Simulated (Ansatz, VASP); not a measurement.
One calculation of AlN, two programs

```
Al N
1.0
     3.15329    0.00000    0.00000
    -1.57665    2.73083    0.00000
     0.00000    0.00000    4.93608
Al N
2 2
Direct
  0.33333 0.66667 0.99466
  0.66667 0.33333 0.49466
  0.33333 0.66667 0.38034
  0.66667 0.33333 0.88034
```

Change from the starting cell: epitaxial_xy strain +1.5%.

Alike in both runs: task single point; functional PBE; k mesh 12 × 12 × 6; occupations fermi-dirac, width 0.02 eV; no spin polarisation.

```csv
,VASP,Ansatz
version,VASP 6.6.1,Ansatz 0.2.0
potentials or method,"VASP PAW PBE potentials, release 64 (Al, N)","plane waves, PAW"
plane-wave cutoff (eV),600,420
valence electrons in the cell,16,16
```

VASP gave:

- gap on the k mesh at the Fermi level (eV): 3.94
- pressure (GPa): -0.3
- traceless stress, the component that is largest in VASP (GPa): 4.28
- rms of the force components (eV/Å): 0.015

Which values does Ansatz return?

gap on the k mesh at the Fermi level (eV): 3.93; pressure (GPa): 0.1; traceless stress, the component that is largest in VASP (GPa): 4.20; rms of the force components (eV/Å): 0.015.

Atom by atom the forces differ by 0.000 eV/Å (rms over components).
